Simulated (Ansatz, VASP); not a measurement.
## C: VASP beside Ansatz

File INCAR:

```
PREC = Accurate
ENCUT = 520
EDIFF = 1E-6
ISMEAR = 0
SIGMA = 0.05
LREAL = False
LASPH = True
NELM = 60
ALGO = Normal
ISIF = 2
LWAVE = False
LCHARG = False
NBANDS = 11
```

Contents of KPOINTS:

```
regular mesh
0
Gamma
  14 14 14
```

The input POSCAR:

```
C
1.0
    0.0000000000      2.1908100000      3.2475600000
    1.2648400000      0.0000000000      3.2475600000
    1.2648400000      2.1908100000      0.0000000000
C
2
Direct
    0.1666700000      0.8333300000      0.1666700000
    0.8333300000      0.1666700000      0.8333300000
```

Input for Ansatz:

```yaml
crystal:
  lattice:
    - [0.0, 2.19081, 3.24756]
    - [1.26484, 0.0, 3.24756]
    - [1.26484, 2.19081, 0.0]
  atoms:
    - { symbol: C, position: [0.16667, 0.83333, 0.16667] }
    - { symbol: C, position: [0.83333, 0.16667, 0.83333] }
basis:
  ecutwfc: 420
kpoints:
  mp_grid: { grid: [14, 14, 14] }
hamiltonian:
  xc: lda
scf:
  occupations: { method: gaussian, width: 0.05 }
output:
  forces: true
  stress: true
  eigenvalues: true
```

Change from the starting cell: strain +0.030 along x and y, -0.030 along z, atoms carried along.

Alike in both runs: task single point; functional LDA; k mesh 14 × 14 × 14; occupations gaussian, width 0.05 eV; no spin polarisation.

|  | VASP | Ansatz |
| --- | --- | --- |
| version | VASP 6.6.1 | Ansatz 0.2.0 |
| potentials or method | VASP PAW LDA potentials, release 64 (C), cutoff 520 eV | scalar-relativistic, plane waves, PAW |
| valence electrons in the cell | 8 | 8 |

```csv
,VASP,Ansatz,Ansatz less VASP
gap on the k mesh at the Fermi level (eV),0.06,0.06,+0.001
least direct gap on the mesh (eV),0.10,0.10,+0.003
pressure (GPa),-25.1,-25.8,-0.75
"traceless stress, the component that is largest in VASP (GPa)",26.57,27.41,+0.840
rms of the force components (eV/Å),0.023,0.024,+0.0001
```

LDA's correlation is that of Perdew and Zunger in VASP and of Perdew and Wang (1992) in Ansatz. Atom by atom the forces differ by 0.000 eV/Å (rms over components).
